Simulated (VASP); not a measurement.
# GePt in VASP: a series of runs

Runs on GePt. Level: PBE. Tasks: single point.

Program: VASP 6.6.1. These are calculated values, not measurements. Logs are shortened: lines on timing, memory, paths and dates and some standing lists are left out, and cuts for length are marked.

### Step 1. The cell of the first run

The typed cell holds 2 atoms: a = 2.815 Å, b = 2.815 Å, c = 5.065 Å, α = 90.00°, β = 90.00°, γ = 120.00°.

The cell was generated, and may not be a known phase.

### Step 2. Single point, PBE

INCAR

```
PREC     = Accurate       # precision mode
ENCUT    = 570            # plane-wave cutoff, eV
EDIFF    = 1E-6           # SCF threshold, eV
ISMEAR   = 0              # smearing method
SIGMA    = 0.2            # smearing width, eV
LREAL    = False          # projectors in reciprocal space
LASPH    = True           # aspherical terms in the spheres
NELM     = 120            # most SCF steps
ALGO     = Normal         # electronic algorithm
ISIF     = 2              # what is computed and relaxed
LWAVE    = False          # write WAVECAR
LCHARG   = False          # write CHGCAR
GGA      = PE             # functional
NBANDS   = 23             # bands
GGA_COMPAT= False
```

KPOINTS

```
Automatic mesh
0
Gamma
  8 8 4
```

POSCAR

```
GePt
1.0
    2.8146599208      0.0000000028      0.0000000000
   -1.4073299628      2.4375669930      0.0000000000
    0.0000000000      0.0000000000      5.0650494960
Ge Pt
1 1
Direct
    0.0000000000      0.0000000000      0.2059122676
    0.0000000000      0.0000000000      0.7060928624
```

Potentials or basis: VASP PAW PBE potentials, release 64 (Ge_d, Pt_sv_GW).

Run with:

```console
cat potpaw_PBE.64/Ge_d/POTCAR potpaw_PBE.64/Pt_sv_GW/POTCAR > POTCAR
mpirun -np 1 vasp_std > vasp.out
```

OUTCAR:

```text
PREC = Accurate
   ENCUT = 570
   EDIFF = 1E-6
   ISMEAR = 0
   LREAL = False
   LASPH = True
   NELM = 120
   ISIF = 2
   GGA = PE

 ion  position               nearest neighbor table
   1  0.000  0.000  0.206-   2 2.53   2 2.53
   2  0.000  0.000  0.706-   1 2.53   1 2.53

  LATTYP: Found a hexagonal cell.
 ALAT       =     2.8146599208
 C/A-ratio  =     1.7995245033

  Lattice vectors:

 A1 = (   2.8146599208,   0.0000000028,   0.0000000000)
 A2 = (  -1.4073299628,   2.4375669930,   0.0000000000)
 A3 = (   0.0000000000,   0.0000000000,   5.0650494960)

Analysis of symmetry for initial positions (statically):
=====================================================================
 Subroutine PRICEL returns:
 Original cell was already a primitive cell.

 Routine SETGRP: Setting up the symmetry group for a
 hexagonal supercell.

 Subroutine GETGRP returns: Found 12 space group operations
 (whereof 12 operations were pure point group operations)
 out of a pool of 24 trial point group operations.

The static configuration has the point symmetry C_6v.

Analysis of symmetry for dynamics (positions and initial velocities):
=====================================================================
 Subroutine PRICEL returns:
 Original cell was already a primitive cell.

 Routine SETGRP: Setting up the symmetry group for a
 hexagonal supercell.

 Subroutine GETGRP returns: Found 12 space group operations
 (whereof 12 operations were pure point group operations)
 out of a pool of 24 trial point group operations.

The dynamic configuration has the point symmetry C_6v.

 Subroutine INISYM returns: Found 12 space group operations
 (whereof 12 operations are pure point group operations),
 and found     1 'primitive' translations

----------------------------------------------------------------------------------------

                                     Primitive cell

  volume of cell :      34.7509

  direct lattice vectors                    reciprocal lattice vectors
     2.814659921  0.000000003  0.000000000     0.355282708  0.205122568  0.000000000
    -1.407329963  2.437566993  0.000000000    -0.000000000  0.410245135  0.000000000
     0.000000000  0.000000000  5.065049496     0.000000000  0.000000000  0.197431437

  length of vectors
     2.814659921  2.814659921  5.065049496     0.410245135  0.410245135  0.197431437

  position of ions in fractional coordinates (direct lattice)
     0.000000000  0.000000000  0.205912268
     0.000000000  0.000000000  0.706092862

  ion indices of the primitive-cell ions
   primitive index   ion index
                 1           1
                 2           2

----------------------------------------------------------------------------------------

 KPOINTS: Automatic mesh

Automatic generation of k-mesh.
 Grid dimensions read from file:
 generate k-points for:    8    8    4

 Generating k-lattice:

  Cartesian coordinates                     Fractional coordinates (reciprocal lattice)
     0.044410339  0.025640321  0.000000000     0.125000000  0.000000000  0.000000000
    -0.000000000  0.051280642  0.000000000     0.000000000  0.125000000  0.000000000
     0.000000000  0.000000000  0.049357859     0.000000000  0.000000000  0.250000000

  Length of vectors
     0.051280642  0.051280642  0.049357859

  Shift w.r.t. Gamma in fractional coordinates (k-lattice)
     0.000000000  0.000000000  0.000000000

 Subroutine IBZKPT returns following result:
 ===========================================

 Found     30 irreducible k-points:

 Following reciprocal coordinates:
            Coordinates               Weight
  0.000000  0.000000  0.000000      1.000000
  0.125000  0.000000  0.000000      6.000000
  0.250000  0.000000  0.000000      6.000000
  0.375000 -0.000000  0.000000      6.000000
  0.500000  0.000000  0.000000      3.000000
  0.125000  0.125000  0.000000      6.000000
[... 16 lines left out ...]
  0.250000  0.000000  0.500000      6.000000
  0.375000 -0.000000  0.500000      6.000000
 [... further k-points ...]
   k-points           NKPTS =     30   k-points in BZ     NKDIM =     30   number of bands    NBANDS=     23
   number of dos      NEDOS =    301   number of ions     NIONS =      2
   total plane-waves  NPLWV =  23040
   dimension x,y,z NGX =    24 NGY =   24 NGZ =   40
   dimension x,y,z NGXF=    48 NGYF=   48 NGZF=   80
   ions per type =               1   1
   NGX,Y,Z   is equivalent  to a cutoff of  14.18, 14.18, 13.13 a.u.
   NGXF,Y,Z  is equivalent  to a cutoff of  28.35, 28.35, 26.26 a.u.
 SYSTEM =  unknown system
   PREC   = accura    normal or accurate (medium, high low for compatibility)
   ISTART =      0    job   : 0-new  1-cont  2-samecut
   ICHARG =      2    charge: 1-file 2-atom 10-const
   ISPIN  =      1    spin polarized calculation?
   LNONCOLLINEAR =      F non collinear calculations
   LSORBIT =      F    spin-orbit coupling
   LASPH  =      T    aspherical Exc in radial PAW
   ENCUT  =  570.0 eV  41.89 Ry    6.47 a.u.   5.48  5.48  9.86*2*pi/ulx,y,z
   NELM   =    120;   NELMIN=  2; NELMDL= -5     # of ELM steps
   EDIFF  = 0.1E-05   stopping-criterion for ELM
   LREAL  =      F    real-space projection
   EDIFFG = 0.1E-04   stopping-criterion for IOM
   NSW    =      0    number of steps for IOM
   IBRION =     -1    ionic relax: 0-MD 1-quasi-New 2-CG
   NFREE  =      0    steps in history (QN), initial steepest desc. (CG)
   ISIF   =      2    stress and relaxation
   ISYM   =      2    0-nonsym 1-usesym 2-fastsym
   POTIM  = 0.5000    time-step for ionic-motion
   TEBEG  =    0.0;   TEEND  =   0.0 temperature during run
   PSTRESS=    0.0 pullay stress
   NELECT =      32.0000    total number of electrons
   NUPDOWN=      -1.0000    fix difference up-down
   EMIN   =  10.00;   EMAX   =-10.00  energy-range for DOS
   EFERMI =   0.00;   METHOD = LEGACY
   ISMEAR =     0;   SIGMA  =   0.20  broadening in eV -4-tet -1-fermi 0-gaus
   EFERMI_NEDOS =   21; number of points for ismear=-14 and -15
   IALGO  =     38    algorithm
   IMIX   =      4    mixing-type and parameters
     AMIX     =   0.40;   BMIX     =  1.00
     AMIX_MAG =   1.60;   BMIX_MAG =  1.00
  volume/ion in A,a.u.               =      17.38       117.26
  Fermi-wavevector in a.u.,A,eV,Ry     =   1.592708  3.009781 34.514144  2.536718
  Thomas-Fermi vector in A             =   2.691051
   LORBIT       =      0    0 simple, 1 ext, 2 COOP (PROOUT), +10 PAW based schemes
   GGA     = PE    functional components
   LHFCALC =     F    Hartree Fock is set to
   AEXX    =    0.0000 exact exchange contribution
   IVDW    =     0    specifies the selected vdW correction
   LEPSILON=     F    determine dielectric tensor
   LRPA    =     F    only Hartree local field effects (RPA)
 non-spin polarized calculation
 Gauss-broadening in eV      SIGMA  =   0.20
  energy-cutoff  :      570.00
  volume of cell :       34.75
 maximum number of plane-waves:      1100
 NGX is ok and might be reduce to    24
   NGX = 11   NGY = 11   NGZ = 19

 number of electron      32.0000003 magnetization

 Free energy of the ion-electron system (eV)
  ---------------------------------------------------
  ext. energy  EPLUGINS =         0.00000000
  ---------------------------------------------------
  free energy    TOTEN  =       -10.58398476 eV

  energy without entropy =      -10.55057581  energy(sigma->0) =      -10.56728028

 E-fermi :   7.9381     XC(G=0): -12.3697

 val. band max:        7.9107715142   @ k =   0.2500   0.1250   0.0000
 cond. band min:       7.9688875081   @ k =   0.3750  -0.0000   0.0000
 fundamental gap:      0.0581159939
 Fermi energy:         7.9381083814

 k-point     1 :       0.0000    0.0000    0.0000
  band No.  band energies     occupation
      1     -90.2567      2.00000
      2     -44.4831      2.00000
      3     -44.2299      2.00000
      4     -44.2299      2.00000
      5     -16.8350      2.00000
      6     -16.8350      2.00000
[... 15 lines left out ...]
     22      23.9510      0.00000
     23      23.9510      0.00000

 k-point     2 :       0.1250    0.0000    0.0000
  band No.  band energies     occupation
      1     -90.2543      2.00000
      2     -44.4777      2.00000
      3     -44.2746      2.00000
      4     -44.2410      2.00000
      5     -16.8413      2.00000
      6     -16.8141      2.00000
[... 15 lines left out ...]
     22      25.0596      0.00000
     23      25.1659      0.00000

 k-point     3 :       0.2500    0.0000    0.0000
  band No.  band energies     occupation
      1     -90.2474      2.00000
      2     -44.4642      2.00000
      3     -44.3806      2.00000
      4     -44.2672      2.00000
      5     -16.8606      2.00000
      6     -16.7634      2.00000
[... 15 lines left out ...]
     22      22.1458      0.00000
     23      22.7575      0.00000

 k-point     4 :       0.3750   -0.0000    0.0000
  band No.  band energies     occupation
      1     -90.2414      2.00000
      2     -44.4864      2.00000
      3     -44.4512      2.00000
      4     -44.2939      2.00000
      5     -16.8810      2.00000
      6     -16.7517      2.00000
[... 15 lines left out ...]
     22      18.8888      0.00000
     23      21.9253      0.00000

 k-point     5 :       0.5000    0.0000    0.0000
  band No.  band energies     occupation
      1     -90.2384      2.00000
      2     -44.5293      2.00000
      3     -44.4456      2.00000
      4     -44.3046      2.00000
      5     -16.8896      2.00000
      6     -16.7631      2.00000
[... 15 lines left out ...]
     22      18.5466      0.00000
     23      21.6563      0.00000

 k-point     6 :       0.1250    0.1250    0.0000
  band No.  band energies     occupation
      1     -90.2494      2.00000
      2     -44.4680      2.00000
      3     -44.3447      2.00000
      4     -44.2647      2.00000
      5     -16.8429      2.00000
      6     -16.8011      2.00000
[... 15 lines left out ...]
     22      23.2471      0.00000
     23      23.7460      0.00000

 k-point     7 :       0.2500    0.1250    0.0000
  band No.  band energies     occupation
      1     -90.2435      2.00000
      2     -44.4551      2.00000
      3     -44.4404      2.00000
      4     -44.3021      2.00000
      5     -16.8531      2.00000
      6     -16.7642      2.00000
[... 353 lines left out ...]
     22      18.8593      0.00000
     23      21.2886      0.00000

 k-point    21 :       0.0000    0.0000    0.5000
  band No.  band energies     occupation
      1     -90.2569      2.00000
      2     -44.4839      2.00000
      3     -44.2301      2.00000
      4     -44.2301      2.00000
      5     -16.8350      2.00000
      6     -16.8350      2.00000
[... 15 lines left out ...]
     22      23.4878      0.00000
     23      23.4878      0.00000

 k-point    22 :       0.1250    0.0000    0.5000
  band No.  band energies     occupation
      1     -90.2539      2.00000
      2     -44.4784      2.00000
      3     -44.2742      2.00000
      4     -44.2409      2.00000
      5     -16.8409      2.00000
      6     -16.8141      2.00000
[... 15 lines left out ...]
     22      22.8531      0.00000
     23      24.6735      0.00000

 k-point    23 :       0.2500    0.0000    0.5000
  band No.  band energies     occupation
      1     -90.2479      2.00000
      2     -44.4653      2.00000
      3     -44.3811      2.00000
      4     -44.2677      2.00000
      5     -16.8597      2.00000
      6     -16.7634      2.00000
[... 15 lines left out ...]
     22      19.0989      0.00000
     23      23.4561      0.00000

 k-point    24 :       0.3750   -0.0000    0.5000
  band No.  band energies     occupation
      1     -90.2416      2.00000
      2     -44.4864      2.00000
      3     -44.4521      2.00000
      4     -44.2940      2.00000
      5     -16.8800      2.00000
      6     -16.7502      2.00000
[... 15 lines left out ...]
     22      18.0853      0.00000
     23      21.6201      0.00000

 [... further k-points ...]

------------------------ aborting loop because EDIFF is reached ----------------------------------------

  FORCE on cell =-STRESS in cart. coord.  units (eV):
  Direction    XX          YY          ZZ          XY          YZ          ZX
  --------------------------------------------------------------------------------------
  -------------------------------------------------------------------------------------
  Total       -0.1369969     -0.1369969     -0.1194547     -0.0000000      0.0000000      0.0000000
  in kB       -6.3161881     -6.3161881     -5.5074115     -0.0000000      0.0000000      0.0000000
  external PRESSURE =      -6.0465959 kB  Pullay stress =       0.0000000 kB

 VOLUME and BASIS-vectors are now :
 -----------------------------------------------------------------------------
  energy-cutoff  :      570.00
  volume of cell :       34.75
      direct lattice vectors                 reciprocal lattice vectors
     2.814659921  0.000000003  0.000000000     0.355282708  0.205122568  0.000000000
    -1.407329963  2.437566993  0.000000000    -0.000000000  0.410245135  0.000000000
     0.000000000  0.000000000  5.065049496     0.000000000  0.000000000  0.197431437

 POSITION                                       TOTAL-FORCE (eV/Angst)
 -----------------------------------------------------------------------------------
      0.00000      0.00000      1.04296         0.000000     -0.000000      0.005073
      0.00000      0.00000      3.57640        -0.000000      0.000000     -0.005073
 -----------------------------------------------------------------------------------
    total drift:                               -0.000000     -0.000000      0.000056

  FREE ENERGIE OF THE ION-ELECTRON SYSTEM (eV)
  ---------------------------------------------------
  free  energy   TOTEN  =       -10.5839847557 eV

  energy  without entropy=      -10.5505758123  energy(sigma->0) =      -10.56728028
```

Run time: 78 s. Hardware: 1 thread of AMD EPYC, shared host; peak memory 0.15 GiB.

Results:

```
Free energy            : -10.5840 eV
Pressure               : -0.6 GPa
Largest force          : 0.005 eV/Å
Band gap on the k mesh : zero (bands 16 and 17 overlap by 1.63 eV)
```

Forces in eV/Å, atoms in the order of the input:
```
Ge   0.000  0.000  0.005
Pt   0.000  0.000 -0.005
```

Levels at points of the mesh, in eV from the Fermi level:
| k point | band 12 | band 13 | band 14 | band 15 | band 16 | band 17 | band 18 | band 19 | band 20 | band 21 |
| --- | --- | --- | --- | --- | --- | --- | --- | --- | --- | --- |
| (0.00, 0.00, 0.00) | -3.94 | -2.81 | -2.81 | -1.35 | -1.04 | -1.04 | 9.83 | 9.83 | 11.87 | 15.03 |
| (0.50, 0.00, 0.00) | -4.78 | -4.29 | -1.66 | -0.17 | 0.46 | 0.68 | 3.01 | 5.40 | 6.26 | 8.66 |
| (0.00, 0.00, 0.50) | -5.35 | -2.81 | -2.81 | -1.11 | -1.11 | 4.69 | 6.50 | 10.49 | 10.49 | 15.32 |
| (0.50, 0.00, 0.50) | -5.44 | -4.21 | -1.88 | -1.80 | 0.46 | 0.81 | 3.48 | 6.21 | 9.69 | 10.41 |

Caveat: spin-orbit coupling is left out, which moves the levels of the heavy elements.

### Step 3. Single point, PBE

This run uses another cell than the first one, of 17.32 Å³/atom.

INCAR

```
PREC = Accurate
ENCUT = 570
EDIFF = 1E-6
ISMEAR = 0
SIGMA = 0.2
LREAL = F
LASPH = T
NELM = 120
ALGO = Normal
ISIF = 2
LWAVE = F
LCHARG = F
GGA = PE
NBANDS = 23
GGA_COMPAT = F
```

KPOINTS

```
regular mesh
0
Gamma
  8 8 4
```

POSCAR

```
GePt
1.0
    2.8057139477      0.0000000000      0.0000000000
   -1.4028569739      2.4298195545      0.0000000000
    0.0000000000      0.0000000000      5.0815111071
Ge Pt
1 1
Direct
    0.0000000000      0.0000000000      0.0000000000
    0.0000000000      0.0000000000      0.5000000000
```

Potentials or basis: VASP PAW PBE potentials, release 64 (Ge_d, Pt_sv_GW).

Run with:

```console
cat potpaw_PBE.64/Ge_d/POTCAR potpaw_PBE.64/Pt_sv_GW/POTCAR > POTCAR
mpirun -np 1 vasp_std > vasp.out
```

Wall time 57 s (1 thread of AMD EPYC, shared host); peak memory 0.15 GiB.

The run converged. Its results:

```yaml
Free_energy: -10.5835 eV
Pressure: -0.2 GPa
Band_gap_on_the_k_mesh: zero (bands 16 and 17 overlap by 1.61 eV)
```

Stress tensor (GPa, compression positive):
```
 0.17  0.00  0.00
 0.00  0.17  0.00
 0.00  0.00 -0.98
```

Levels at points of the mesh, in eV from the Fermi level:
```
           k point  band 12  band 13  band 14  band 15  band 16  band 17  band 18  band 19  band 20  band 21
(0.00, 0.00, 0.00)    -3.98    -2.83    -2.83    -1.41    -1.02    -1.02     9.96     9.96    11.76    15.09
(0.50, 0.00, 0.00)    -4.80    -4.31    -1.65    -0.19     0.49     0.69     2.98     5.47     6.32     8.62
(0.00, 0.00, 0.50)    -5.37    -2.83    -2.83    -1.08    -1.08     4.58     6.38    10.60    10.60    15.43
(0.50, 0.00, 0.50)    -5.49    -4.18    -1.94    -1.78     0.49     0.82     3.53     6.26     9.76    10.34
```

Caveat: spin-orbit coupling is left out, which moves the levels of the heavy elements.

The gap in the log of VASP goes by the Fermi energy; the results here count the filled bands.